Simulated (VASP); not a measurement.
Wanted: the native input for a VASP 6.6.1 run.

- Task: single point
- Functional: BLYP
- Potentials or basis: VASP PAW PBE potentials, release 64 (I, Cu)
- Cutoff: 520 eV
- k mesh: 8 × 8 × 8
- Occupations: fermi-dirac, width 0.05 eV
- Spin: no spin polarisation
- Dipole correction: no
- Further INCAR settings: ALGO = Normal; EDIFF = 1e-06; NBANDS = 16

The structure of CuI (Marshite) lies in POSCAR:

```
CuI
1.0
    0.0000000000      3.1256173525      3.1256173525
    3.1256173525      0.0000000000      3.1256173525
    3.1256173525      3.1256173525      0.0000000000
I Cu
1 1
Direct
    0.0000000000      0.0000000000      0.0000000000
    0.7500000000      0.7500000000      0.7500000000
```

The input as run:

INCAR

```
SYSTEM = CuI
PREC = Accurate
ENCUT = 520
EDIFF = 1E-6
ISMEAR = -1
SIGMA = 0.05
LREAL = .False.
LASPH = .True.
NELM = 80
ALGO = Normal
ISIF = 2
LWAVE = .False.
LCHARG = .False.
GGA = B5
ALDAX = 1.0
AGGAX = 1.0
AGGAC = 1.0
ALDAC = 0.0
NBANDS = 16
```

KPOINTS

```
Automatic mesh
0
Gamma
  8 8 8
  0 0 0
```

Potentials or basis: VASP PAW PBE potentials, release 64 (I, Cu).

Command:

```bash
$ cat potpaw_PBE.64/I/POTCAR potpaw_PBE.64/Cu/POTCAR > POTCAR
$ mpirun -np 1 vasp_std > vasp.out
```

Results of the run:

```
Pressure               : 0.0 GPa
Band gap on the k mesh : 0.99 eV, direct
```

Caveat: the PAW data sets were made with another functional, which shifts forces and pressure a little; spin-orbit coupling is left out, which moves the levels of the heavy elements.

It took 56 s on 1 thread of Intel(R) Xeon(R) Platinum 8488C (Sapphire Rapids), on a shared host, peak memory 0.21 GiB.
